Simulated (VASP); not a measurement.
Runs of VASP 6.6.1 on KBr. The structure is that of space group R-3m (No. 166), or close to it. The cells are those of the table. 

| cell | gap on the mesh (eV) | pressure (GPa) |
| --- | --- | --- |
| a = 5.348 Å, angles 45.7°, 2 atoms | 3.07 | -0.9 |
| a = 5.865 Å, angles 38.9°, 2 atoms | 1.43 | (c) |
| a = 4.550 Å, angles 63.2°, 2 atoms | 4.18 | -0.2 |
| a = 6.401 Å, angles 33.6°, 2 atoms | none | -1.1 |
| a = 4.180 Å, angles 82.7°, 2 atoms | 3.63 | -1.6 |
| a = 4.438 Å, angles 67.3°, 2 atoms | (a) | (b) |
| a = 4.783 Å, angles 56.6°, 2 atoms | 4.20 | -0.2 |

Alike in all rows: task single point; level PBEsol; potentials or basis VASP PAW PBE potentials, release 64 (K_sv, Br); no spin polarisation; k mesh 8 × 8 × 8; cutoff (eV) 520; smearing gaussian 0.05 eV.

Q: Fill in the values left out.

A: (a) 4.01; (b) -0.4; (c) -1.3.

Caveats: the PAW data sets were made with another functional, which shifts forces and pressure a little.

A k mesh can miss the band edges, and the runs leave out spin-orbit coupling on Br.

A gap of «none» marks levels without a gap at the run's occupations.
